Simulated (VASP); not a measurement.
# Nb3CdB: single point with PBE

Crystal: Nb3CdB.

```
CELL_PARAMETERS angstrom
4.40484 0.00000 0.00000
0.00000 4.40484 0.00000
0.00000 0.00000 4.40484
ATOMIC_POSITIONS crystal
Nb 0.00000 0.00000 0.50000
Nb 0.50000 0.00000 0.00000
Nb 0.00000 0.50000 0.00000
Cd 0.50000 0.50000 0.50000
B 0.00000 0.00000 0.00000
```

The cell was built from a structure type or drawn by symmetry, and may not be a known phase.

```
Program             : VASP 6.6.1
Task                : single point
Functional          : PBE
Potentials or basis : VASP PAW PBE potentials, release 64 (Nb_sv, Cd, B)
Cutoff              : 520 eV
k mesh              : 4 × 4 × 4
Occupations         : gaussian, width 0.1 eV
Spin                : no spin polarisation
```

```
Pressure               : -0.2 GPa
Band gap on the k mesh : zero (bands 27 and 28 overlap by 0.04 eV)
```

Levels at points of the mesh, in eV from the Fermi level:
```
           k point  band 25  band 26  band 27  band 28  band 29  band 30
(0.00, 0.00, 0.00)    -0.06    -0.06    -0.06     1.64     1.64     1.64
(0.50, 0.00, 0.00)    -1.59    -1.59    -0.29     0.38     1.04     1.40
(0.50, 0.50, 0.00)    -1.68    -0.05    -0.05     0.05     0.05     1.11
(0.50, 0.50, 0.50)    -0.21    -0.10    -0.10    -0.10     0.42     0.42
```

Wall time 27 s on 1 thread of AMD EPYC 9R45 96-Core Processor (Zen 5) (shared host), peak memory 0.18 GiB.
